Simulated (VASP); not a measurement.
Set up this calculation in VASP 6.6.1, as the native input.

| Property | Result |
| --- | --- |
| Task | single point |
| Functional | PBE |
| Potentials or basis | VASP PAW PBE potentials, release 64 (Pt_sv_GW, S) |
| Cutoff | 570 eV |
| k mesh | 12 × 12 × 6 |
| Occupations | fermi-dirac, width 0.02 eV |
| Spin | no spin polarisation |
| Dipole correction | no |
| Further INCAR settings | ALGO = Normal; EDIFF = 1e-06; NBANDS = 22 |

The structure of PtS2 lies in POSCAR:

```
PtS2
1.0
    3.5291767756      0.0000000000      0.0000000000
   -1.7645883878      3.0563567421      0.0000000000
    0.0000000000      0.0000000000      5.0890199314
Pt S
1 2
Direct
    0.0000000000      0.0000000000      0.0000000000
    0.3333333333      0.6666666667      0.2428239062
    0.6666666667      0.3333333333      0.7571760938
```

This cell differs from its parent crystal: strain -0.7%.

The input as run:

INCAR

```
SYSTEM = PtS2
PREC = Accurate
ENCUT = 570
EDIFF = 1E-6
ISMEAR = -1
SIGMA = 0.02
LREAL = .FALSE.
LASPH = .TRUE.
NELM = 120
ALGO = Normal
ISIF = 2
LWAVE = .FALSE.
LCHARG = .TRUE.
GGA = PE
LELF = .TRUE.
LVHAR = .TRUE.
NBANDS = 22
GGA_COMPAT = .FALSE.
```

KPOINTS

```
Automatic mesh
0
G
  12 12 6
  0 0 0
```

Potentials or basis: VASP PAW PBE potentials, release 64 (Pt_sv_GW, S).

Run with:

```bash
$ cat potpaw_PBE.64/Pt_sv_GW/POTCAR potpaw_PBE.64/S/POTCAR > POTCAR
$ mpirun -np 1 vasp_std > vasp.out
```

It gave:

```
Pressure               : 4.5 GPa
Largest force          : 0.057 eV/Å
Band gap on the k mesh : 0.70 eV (least direct gap 0.94 eV)
```

Caveat: the cell differs from its parent crystal (strain -0.7%); the cell stands under pressure; spin-orbit coupling is left out, which moves the levels of the heavy elements.

It took 79 s on 1 thread of AMD EPYC 9R45 96-Core Processor (Zen 5), on a shared host, peak memory 0.25 GiB.
